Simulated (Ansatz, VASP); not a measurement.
# HfN in VASP and in Ansatz

```
Hf N
1.0
     3.12771    0.00000    0.00000
    -1.56385    2.70867    0.00000
     0.00000    0.00000    5.39094
Hf N
2 2
Direct
  0.64269 0.30935 0.75000
  0.30935 0.64269 0.25000
  0.00000 0.00000 0.00000
  0.00000 0.00000 0.50000
```

Change from the starting cell: all Hf atoms moved +0.075 Å, as atom 1 towards its neighbour atom 1 (Hf) at 3.128 Å.

Alike in both runs: task single point; functional PBEsol; k mesh 18 × 18 × 10; occupations gaussian, width 0.15 eV; no spin polarisation.

|  | VASP | Ansatz |
| --- | --- | --- |
| version | VASP 6.6.1 | Ansatz 0.2.0 |
| potentials or method | VASP PAW PBE potentials, release 64 (Hf_pv, N), cutoff 520 eV | scalar-relativistic, plane waves, PAW |
| valence electrons in the cell | 30 | 62 |

|  | VASP | Ansatz | Ansatz less VASP |
| --- | --- | --- | --- |
| gap on the k mesh at the Fermi level (eV) | none | none | - |
| pressure (GPa) | -1.4 | 0.7 | +2.04 |
| traceless stress, the component that is largest in VASP (GPa) | 0.34 | 0.28 | -0.067 |
| rms of the force components (eV/Å) | 0.444 | 0.449 | +0.0047 |

VASP's potentials were made for PBE, not for PBEsol. Atom by atom the forces differ by 0.005 eV/Å (rms over components). A gap of «none» marks a metal or a gap that the smearing closes. VASP's potentials hold 30 valence electrons a cell and Ansatz's 62, so a difference there can come from the potentials and not from the codes.

Spin-orbit coupling is off throughout.
